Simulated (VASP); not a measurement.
Write the native input for VASP 6.6.1 that does the following.

| Quantity | Value |
| --- | --- |
| Task | single point |
| Functional | PBE |
| Potentials or basis | VASP PAW PBE potentials, release 64 (Ti_sv, B) |
| Cutoff | 520 eV |
| k mesh | 4 × 4 × 3 |
| Occupations | fermi-dirac, width 0.1 eV |
| Spin | no spin polarisation |
| Dipole correction | no |
| Further INCAR settings | ALGO = Normal; EDIFF = 1e-07; NBANDS = 16 |

The structure of TiB2 lies in POSCAR:

```
TiB2
1.0
    3.0292000000      0.0000000000      0.0000000000
   -1.5146000000      2.6233641531      0.0000000000
    0.0000000000      0.0000000000      3.2284000000
Ti B
1 2
Direct
    0.0000000000      0.0000000000      0.0000000000
    0.3333333333      0.6666666667      0.5000000000
    0.6666666667      0.3333333333      0.5000000000
```

These files were run (other wordings do the same):

INCAR

```
ALGO = Normal ; EDIFF = 1E-7
ENCUT = 520 ; GGA = PE
ISIF = 2 ; ISMEAR = -1
LASPH = T ; LCHARG = F
LREAL = F ; LWAVE = F
NBANDS = 16 ; NELM = 100
PREC = Accurate ; SIGMA = 0.1
```

KPOINTS

```
k-points
0
Gamma
  4 4 3
```

Potentials or basis: VASP PAW PBE potentials, release 64 (Ti_sv, B).

Run with:

```bash
$ cat potpaw_PBE.64/Ti_sv/POTCAR potpaw_PBE.64/B/POTCAR > POTCAR
$ mpirun -np 1 vasp_std > vasp.out
```

Results of the run:

- Pressure: 0.8 GPa
- Band gap on the k mesh: zero (filled and empty bands touch)

Caveat: the k points lie up to 0.65 Å⁻¹ apart.

Wall time 3.6 s on 1 thread of Intel(R) Xeon(R) Platinum 8559C (Emerald Rapids), on a shared host, peak memory 0.13 GiB.
